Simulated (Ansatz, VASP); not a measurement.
# Two plane-wave programs on TeOs

```
Os Te
1.0
     0.00000    2.95331    2.95331
     2.95331    0.00000    2.95331
     2.95331    2.95331    0.00000
Os Te
1 1
Direct
  0.00000 0.00000 0.00000
  0.25000 0.25000 0.25000
```

Alike in both runs: task single point; functional PBE; k mesh 6 × 6 × 6; occupations gaussian, width 0.05 eV; collinear spin.

```csv
,VASP,Ansatz
version,VASP 6.6.1,Ansatz 0.2.0
potentials or method,"VASP PAW PBE potentials, release 64 (Os, Te), cutoff 520 eV","scalar-relativistic, plane waves, PAW"
valence electrons in the cell,14,32
```

Ansatz gave:

* gap on the k mesh at the Fermi level (eV): none
* pressure (GPa): 0.1
* net moment per atom (μB): 0.08
* size of the moment on the site where the two differ most (μB): 0.11

What did VASP give for the same quantities?

gap on the k mesh at the Fermi level (eV): none; pressure (GPa): 0.1; net moment per atom (μB): 0.08; size of the moment on the site where the two differ most (μB): 0.13.

Site moments also hang on the region over which each program counts them. A gap of «none» marks a metal or a gap that the smearing closes. VASP's potentials hold 14 valence electrons a cell and Ansatz's 32, so a difference there can come from the potentials and not from the codes.

Neither program's run includes spin-orbit coupling.
